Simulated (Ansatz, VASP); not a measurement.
# TiO2: VASP beside Ansatz

```
Ti O
1.0
    -1.86802    1.86802    5.10493
     1.86802   -1.86802    5.10493
     1.86802    1.86802   -5.10493
Ti O
2 4
Direct
  0.00000 0.00000 0.00000
  0.75000 0.25000 0.50000
  0.18989 0.18989 0.00000
  0.93989 0.43989 0.50000
  0.56011 0.06011 0.50000
  0.81011 0.81011 0.00000
```

Alike in both runs: task single point; functional PBE; k mesh 8 × 8 × 8; occupations gaussian, width 0.05 eV; no spin polarisation; Hubbard terms Ti d U = 4.0 eV.

|  | VASP | Ansatz |
| --- | --- | --- |
| version | VASP 6.6.1 | Ansatz 0.2.0 |
| potentials or method | VASP PAW PBE potentials, release 64 (Ti_sv, O), cutoff 520 eV | scalar-relativistic, plane waves, PAW |
| valence electrons in the cell | 48 | 48 |

Ansatz gave:

```
gap on the k mesh at the Fermi level (eV)                     : 2.89
least direct gap on the mesh (eV)                             : 3.07
pressure (GPa)                                                : 7.2
traceless stress, the component that is largest in VASP (GPa) : 6.99
rms of the force components (eV/Å)                            : 0.950
```

Q: Which values does VASP return?

A: gap on the k mesh at the Fermi level (eV): 2.90; least direct gap on the mesh (eV): 3.10; pressure (GPa): 11.7; traceless stress, the component that is largest in VASP (GPa): 7.23; rms of the force components (eV/Å): 1.029.

The programs project onto different local orbitals, so the same U acts differently, and such runs can settle in different states. Atom by atom the forces differ by 0.079 eV/Å (rms over components).
